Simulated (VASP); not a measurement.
# GaBAs2: single point with LDA

GaBAs2:

```
B As Ga
1.0
     3.66157    0.00000    0.00000
     0.00000    3.66157    0.00000
     0.00000    0.00000    5.35475
B As Ga
1 2 1
Direct
  0.00000 0.00000 0.00000
  0.00000 0.50000 0.21397
  0.50000 0.00000 0.78603
  0.50000 0.50000 0.50000
```

```json
{"Program": "VASP 6.6.1", "Task": "single point", "Functional": "LDA", "Potentials or basis": "VASP PAW LDA potentials, release 64 (B, As, Ga_d)", "Cutoff": "500 eV", "k mesh": "4 × 4 × 2", "Occupations": "gaussian, width 0.01 eV", "Spin": "no spin polarisation", "Dipole correction": "no", "Further INCAR settings": "ALGO = Normal; EDIFF = 1e-06; NBANDS = 21"}
```

```json
{"Pressure": "-2.8 GPa", "Largest force": "0.150 eV/Å", "Band gap on the k mesh": "0.39 eV (least direct gap 0.61 eV)"}
```

Forces on the atoms (eV/Å):
```
B    0.000  0.000  0.000
As   0.000  0.000 -0.150
As   0.000  0.000  0.150
Ga   0.000  0.000  0.000
```

Stress tensor (GPa, compression positive):
```
-2.22  0.00  0.00
 0.00 -2.22  0.00
 0.00  0.00 -3.92
```

Levels at points of the mesh, in eV from the valence-band top:
```tsv
k point	band 10	band 11	band 12	band 13	band 14	band 15	band 16	band 17
(0.00, 0.00, 0.00)	-3.89	-0.57	0.00	0.00	0.61	0.72	1.94	2.97
(0.50, 0.00, 0.00)	-5.03	-4.22	-2.78	-0.96	1.71	3.67	4.44	4.65
(0.50, 0.50, 0.00)	-4.13	-3.76	-3.76	-3.26	0.39	0.82	0.82	1.52
(0.00, 0.00, 0.50)	-3.44	-3.44	-1.41	-1.41	0.73	1.36	3.37	4.05
(0.50, 0.00, 0.50)	-2.74	-1.93	-1.90	-0.80	0.65	1.16	3.28	4.21
(0.50, 0.50, 0.50)	-4.92	-4.72	-4.55	-4.55	4.29	4.29	4.40	4.68
```

Run time: 12 s on 1 thread of AMD EPYC 7R13 Processor (Zen 3) (shared host), peak memory 0.13 GiB.

Caveat: the k points lie up to 0.59 Å⁻¹ apart; semilocal functionals underestimate gaps, and a narrow one can read as zero. A k mesh can miss the band edges.
